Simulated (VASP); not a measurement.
# Si8O15 (a cell with a defect) in VASP: a series of runs, part 2 of 3

VASP 6.6.1.

### Step 4. Single point, LDA

INCAR reads:

```
PREC = Accurate
ENCUT = 520
EDIFF = 1E-7
ISMEAR = -1
SIGMA = 0.05
LREAL = Auto
LASPH = T
NELM = 80
ALGO = Normal
ISIF = 2
LWAVE = F
LCHARG = F
NBANDS = 78
NELECT = 120.0
```

KPOINTS reads:

```
Automatic mesh
0
Gamma
  2 2 2
```

POSCAR reads:

```
Si8O15
1.0
    0.0000000000      5.0462000000      4.4946000000
    4.0970000000      0.0000000000      4.4946000000
    4.0970000000      5.0462000000      0.0000000000
Si O
8 15
Direct
    0.2026257027      0.0451941256      0.9608981371
    0.3363340936      0.4480947766      0.0086306323
    0.8067866640      0.9474344012      0.0496427284
    0.2100132016      0.0191862822      0.4649616309
    0.6601329488      0.5706742421      0.4574773322
    0.7929357850      0.9540679528      0.5558268483
    0.2944007005      0.4402895946      0.5422615404
    0.7106715887      0.5441464152      0.9501684494
    0.4031724239      0.5145212529      0.2068983224
    0.2616438719      0.1483343241      0.6143957222
    0.3527490938      0.7051210170      0.5250762005
    0.4437991792      0.1238453276      0.1643308989
    0.0858070479      1.0086556406      0.2953441153
    0.2321808249      0.3452937001      0.8885845035
    0.1396365055      0.7746404046      0.9899641841
    0.9023771776      0.0175238147      0.7175066954
    0.7689506526      0.6472129660      0.1236659698
    0.8689202119      0.2087554433      0.0198881984
    0.9666583312      0.6127865582      0.6478795389
    0.6185155440      0.4780981703      0.7656680001
    0.7360199441      0.8366962041      0.3848688435
    0.6285737595      0.2878919995      0.4848268192
    0.5369685501      0.8798349474      0.8501728632
```

Started as:

```
$ cat potpaw_LDA.64/Si/POTCAR potpaw_LDA.64/O/POTCAR > POTCAR
$ mpirun -np 1 vasp_std > vasp.out
```

Wall time 6.1 min (1 thread of AMD EPYC 7R43 (Zen 3), shared host); peak memory 0.25 GiB.

Results (log left out):

```yaml
Free_energy: -213.4821 eV
Largest_force: 0.084 eV/Å
```

Forces in eV/Å, atoms in the order of the input:
```
Si   0.005  0.025 -0.009
Si   0.040 -0.032 -0.046
Si   0.001 -0.044 -0.003
Si   0.015  0.004  0.006
Si  -0.031  0.077  0.011
Si  -0.019 -0.036  0.007
Si   0.029 -0.022  0.026
Si  -0.012  0.024 -0.005
O    0.020  0.002 -0.016
O   -0.012  0.009 -0.017
O    0.003 -0.014 -0.033
O   -0.022  0.014  0.006
O   -0.014 -0.012  0.016
O   -0.001 -0.012  0.001
O   -0.014  0.003 -0.011
O    0.021 -0.004 -0.015
O   -0.021 -0.011  0.004
O    0.023 -0.007  0.016
O   -0.007 -0.009  0.014
O   -0.027  0.019  0.053
O    0.026  0.015  0.031
O   -0.025  0.016 -0.017
O    0.021 -0.006 -0.021
```

Levels at points of the mesh, in eV from the Fermi level:
| k point | band 56 | band 57 | band 58 | band 59 | band 60 | band 61 | band 62 | band 63 | band 64 | band 65 |
| --- | --- | --- | --- | --- | --- | --- | --- | --- | --- | --- |
| (0.00, 0.00, 0.00) | -1.86 | -1.81 | -1.55 | -1.26 | -1.11 | 1.62 | 4.80 | 5.53 | 5.63 | 6.53 |
| (0.50, 0.00, 0.00) | -1.85 | -1.53 | -1.45 | -1.34 | -1.30 | 2.35 | 4.34 | 5.80 | 6.12 | 6.46 |
| (0.50, 0.50, 0.50) | -1.79 | -1.78 | -1.58 | -1.33 | -1.31 | 2.17 | 5.03 | 5.14 | 6.33 | 6.53 |
| (0.00, 0.50, 0.00) | -2.00 | -1.52 | -1.46 | -1.33 | -1.27 | 2.30 | 4.73 | 5.31 | 6.32 | 6.74 |
| (0.00, 0.00, 0.50) | -1.88 | -1.73 | -1.45 | -1.38 | -1.27 | 2.24 | 4.63 | 5.37 | 6.34 | 6.50 |
| (0.50, 0.50, 0.00) | -1.78 | -1.54 | -1.49 | -1.32 | -1.25 | 2.22 | 4.73 | 5.65 | 6.56 | 6.87 |
| (0.50, 0.00, 0.50) | -1.98 | -1.64 | -1.59 | -1.37 | -1.21 | 2.39 | 4.65 | 5.20 | 6.31 | 6.44 |
| (0.00, 0.50, 0.50) | -1.66 | -1.58 | -1.47 | -1.27 | -1.22 | 2.33 | 4.59 | 5.70 | 6.73 | 6.94 |

Caveat: the k points lie up to 0.61 Å⁻¹ apart; the cell carries a net charge on a neutralising background, which shifts energy and pressure; the cell is charged against a uniform background, so pressure and absolute levels hang on convention.

### Step 5. Single point, LDA

INCAR reads:

```
SYSTEM = Si8O15
ALGO = Normal
EDIFF = 1E-7
ENCUT = 520
GGA = CA
ISIF = 2
ISMEAR = -1
LASPH = .True.
LCHARG = .False.
LREAL = Auto
LWAVE = .False.
NBANDS = 78
NELECT = 120.0
NELM = 100
PREC = Accurate
SIGMA = 0.05
```

KPOINTS reads:

```
k-points
0
Gamma
  2 2 2
  0 0 0
```

POSCAR reads:

```
Si8O15
1.0
    0.0000000000      5.0462000000      4.4946000000
    4.0970000000      0.0000000000      4.4946000000
    4.0970000000      5.0462000000      0.0000000000
Si O
8 15
Direct
    0.2052293008      0.0517027955      0.9619008169
    0.3299485935      0.4543941734      0.0105587190
    0.8298547118      0.9338668652      0.0447889805
    0.1961475535      0.0244852058      0.4749590217
    0.6553404478      0.5726684962      0.4586766343
    0.7905840316      0.9529764632      0.5534833855
    0.2945119635      0.4405854868      0.5401711644
    0.7100398777      0.5436029381      0.9499957927
    0.4088971676      0.5201407890      0.2048450543
    0.2619331036      0.1442536538      0.6231019723
    0.3502038516      0.7103973142      0.5226739574
    0.3846897256      0.1603360832      0.1899817103
    0.0802406067      0.9973818736      0.2990870061
    0.2309442393      0.3532583593      0.8808087629
    0.1451299851      0.7752600385      0.9880440865
    0.8966956088      0.0169227333      0.7236020410
    0.7714589905      0.6498316694      0.1213980108
    0.8670922978      0.2070889419      0.0208915316
    0.9644722237      0.6113852497      0.6458297857
    0.6150394860      0.4796777302      0.7668777983
    0.7313638543      0.8404745740      0.3824199830
    0.6306759151      0.2895452392      0.4826148780
    0.5377762210      0.8830716854      0.8516122297
```

Potentials or basis: VASP PAW LDA potentials, release 64 (Si, O).

Started as:

```
$ cat potpaw_LDA.64/Si/POTCAR potpaw_LDA.64/O/POTCAR > POTCAR
$ mpirun -np 1 vasp_std > vasp.out
```

OUTCAR:

```text
SYSTEM = Si8O15
   EDIFF = 1E-7
   ENCUT = 520
   GGA = CA
   ISIF = 2
   ISMEAR = -1
   LASPH = .True.
   LREAL = Auto
   NELECT = 120.0
   NELM = 100
   PREC = Accurate

 ion  position               nearest neighbor table
   1  0.205  0.052  0.962-  14 1.75  23 1.76  13 1.77  15 1.84  18 1.85  10 1.87   3 2.67   7 2.73
                             2 3.13   6 3.15
   2  0.330  0.454  0.011-  12 1.67  20 1.67  15 1.72  14 1.74   9 1.86   8 2.66   5 2.90   4 3.04
                             1 3.13
   3  0.830  0.934  0.045-  15 1.73  18 1.73  16 1.75  17 1.76  21 1.79  12 2.36   1 2.67   5 2.70
                             4 3.02
   4  0.196  0.024  0.475-  12 1.65  11 1.66  16 1.72  10 1.75  13 1.81   6 2.71   5 2.95   3 3.02
                             2 3.04
   5  0.655  0.573  0.459-  11 1.65  20 1.72  21 1.73  22 1.74  17 1.77   7 2.63   3 2.70   2 2.90
                             4 2.95
   6  0.791  0.953  0.553-  13 1.74  23 1.74  22 1.78  21 1.82  19 1.85  16 1.86   4 2.71   8 2.72
                             1 3.15
   7  0.295  0.441  0.540-  10 1.74  19 1.75   9 1.76  11 1.80  22 1.84  14 1.87   5 2.63   1 2.73
                             8 3.14
   8  0.710  0.544  0.950-   9 1.76  19 1.76  18 1.78  17 1.80  23 1.85  20 1.87   2 2.66   6 2.72
[... 237 lines left out ...]
      3     -12.2076      2.00000
      4     -12.1178      2.00000
      5     -11.7752      2.00000
      6     -11.5722      2.00000
[... 589 lines left out ...]
     71      17.3221      0.00000
     72      17.5771      0.00000
 [bands above 72 left out]

------------------------ aborting loop because EDIFF is reached ----------------------------------------

  FORCE on cell =-STRESS in cart. coord.  units (eV):
  Direction    XX          YY          ZZ          XY          YZ          ZX
  --------------------------------------------------------------------------------------
  -------------------------------------------------------------------------------------
  Total      -33.4375857    -28.8653730    -25.5433327     -5.6922529      5.0212429     -6.4155162
  in kB     -288.2664024   -248.8492238   -220.2098169    -49.0730787     43.2882819    -55.3083528
  external PRESSURE =    -252.4418144 kB  Pullay stress =       0.0000000 kB

 VOLUME and BASIS-vectors are now :
 -----------------------------------------------------------------------------
  energy-cutoff  :      520.00
  volume of cell :      185.85
      direct lattice vectors                 reciprocal lattice vectors
     0.000000000  5.046200000  4.494600000    -0.122040517  0.099084460  0.111244605
     4.097000000  0.000000000  4.494600000     0.122040517 -0.099084460  0.111244605
     4.097000000  5.046200000  0.000000000     0.122040517  0.099084460 -0.111244605

 POSITION                                       TOTAL-FORCE (eV/Angst)
 -----------------------------------------------------------------------------------
      4.15273      5.88957      1.15481        -0.022801     -0.018372     -0.091620
      1.90491      1.71827      3.52531        -0.003090      0.054190     -0.068935
      4.00955      4.41363      7.92722         0.160170     -0.223356     -0.087961
      2.04622      3.38654      0.99166        -0.105805     -0.015048      0.091583
      4.22542      5.62155      5.51941         0.032877      0.061704      0.018177
      6.17197      6.78243      7.83661         0.068497     -0.021411      0.005231
[... 15 lines left out ...]
      3.16354      5.61789      4.13603         0.033292     -0.017865     -0.071886
      7.10700      7.01113      6.38614         0.014057     -0.045658     -0.056078
 -----------------------------------------------------------------------------------
    total drift:                                0.005077     -0.004786     -0.001326

  FREE ENERGIE OF THE ION-ELECTRON SYSTEM (eV)
  ---------------------------------------------------
  free  energy   TOTEN  =      -213.1804884150 eV

  energy  without entropy=     -213.1804884149  energy(sigma->0) =     -213.18048841
```

OSZICAR:

```text
N       E                     dE             d eps       ncg     rms          rms(c)
DAV:   1     0.584121639391E+03    0.58412E+03   -0.66739E+04  1248   0.150E+03
DAV:   2    -0.194334618035E+03   -0.77846E+03   -0.75913E+03  1472   0.329E+02
DAV:   3    -0.231497436753E+03   -0.37163E+02   -0.36956E+02  1544   0.737E+01
DAV:   4    -0.231885356568E+03   -0.38792E+00   -0.38700E+00  1528   0.840E+00
DAV:   5    -0.231890468516E+03   -0.51119E-02   -0.51073E-02  1528   0.898E-01    0.347E+01
DAV:   6    -0.213775158219E+03    0.18115E+02   -0.67601E+01  1400   0.289E+01    0.169E+01
DAV:   7    -0.213377580852E+03    0.39758E+00   -0.22992E+00  1536   0.539E+00    0.589E+00
DAV:   8    -0.213214015914E+03    0.16356E+00   -0.13074E-01  1488   0.171E+00    0.232E+00
DAV:   9    -0.213180419504E+03    0.33596E-01   -0.32745E-02  1520   0.912E-01    0.418E-01
DAV:  10    -0.213180485135E+03   -0.65631E-04   -0.30910E-03  1440   0.254E-01    0.303E-01
DAV:  11    -0.213180474525E+03    0.10610E-04   -0.42763E-04  1504   0.106E-01    0.140E-01
DAV:  12    -0.213180487833E+03   -0.13308E-04   -0.80202E-05  1424   0.407E-02    0.165E-02
DAV:  13    -0.213180488574E+03   -0.74098E-06   -0.12529E-05  1480   0.170E-02    0.763E-03
DAV:  14    -0.213180488346E+03    0.22758E-06   -0.16678E-06  1528   0.600E-03    0.271E-03
DAV:  15    -0.213180488415E+03   -0.68791E-07   -0.41182E-07  1400   0.316E-03
   1 F= -.21318049E+03 E0= -.21318049E+03  d E =-.736737E-10
```

Run time: 6.1 min. Hardware: 1 thread of AMD EPYC 7R43 (Zen 3), shared host; peak memory 0.25 GiB.

What came out:

- Free energy: -213.1805 eV
- Largest force: 1.064 eV/Å

Forces in eV/Å, atoms in the order of the input:
```
Si  -0.023 -0.018 -0.092
Si  -0.003  0.054 -0.069
Si   0.160 -0.223 -0.088
Si  -0.106 -0.015  0.092
Si   0.033  0.062  0.018
Si   0.068 -0.021  0.005
Si   0.096 -0.027  0.022
Si   0.030 -0.005 -0.005
O    0.068 -0.085 -0.121
O    0.004 -0.117 -0.006
O    0.043 -0.019 -0.076
O   -0.857  0.545  0.318
O    0.146 -0.034  0.177
O    0.085  0.042 -0.074
O    0.023 -0.005 -0.081
O   -0.004 -0.048  0.041
O    0.016 -0.056 -0.058
O    0.072 -0.025  0.031
O    0.038 -0.017  0.028
O    0.004  0.010  0.048
O    0.057  0.064  0.018
O    0.033 -0.018 -0.072
O    0.014 -0.046 -0.056
```

Caveat: the k points lie up to 0.61 Å⁻¹ apart; the cell carries a net charge on a neutralising background, which shifts energy and pressure; the cell is charged against a uniform background, so pressure and absolute levels hang on convention.

(Part 2 of 3 ends here.)
